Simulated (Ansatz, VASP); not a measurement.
# Two plane-wave programs on AlN

```xyz
4
Lattice="3.1491 0.0000 0.0000 -1.5746 2.7272 0.0000 0.0000 0.0000 5.0497" Properties=species:S:1:pos:R:3 pbc="T T T"
Al    0.0000    1.8182   -0.0037
Al    1.5746    0.9091    2.5211
N     0.0000    1.8182    1.9226
N     1.5746    0.9091    4.4474
```

Alike in both runs: functional RPBE; k mesh 12 × 12 × 4; no spin polarisation.

Ansatz relaxed the structure, and its values are those at the end. VASP's run is a single point on that final structure, the one shown.

```csv
,VASP,Ansatz
version,VASP 6.6.1,Ansatz 0.2.0
potentials or method,"VASP PAW PBE potentials, release 64 (Al, N), cutoff 520 eV","plane waves, PAW"
occupations,"gaussian, width 0.01 eV",fixed
valence electrons in the cell,16,16
```

```tsv
	VASP	Ansatz	Ansatz less VASP
pressure (GPa)	-0.6	0.0	+0.61
```

VASP's potentials were made for PBE, not for RPBE.
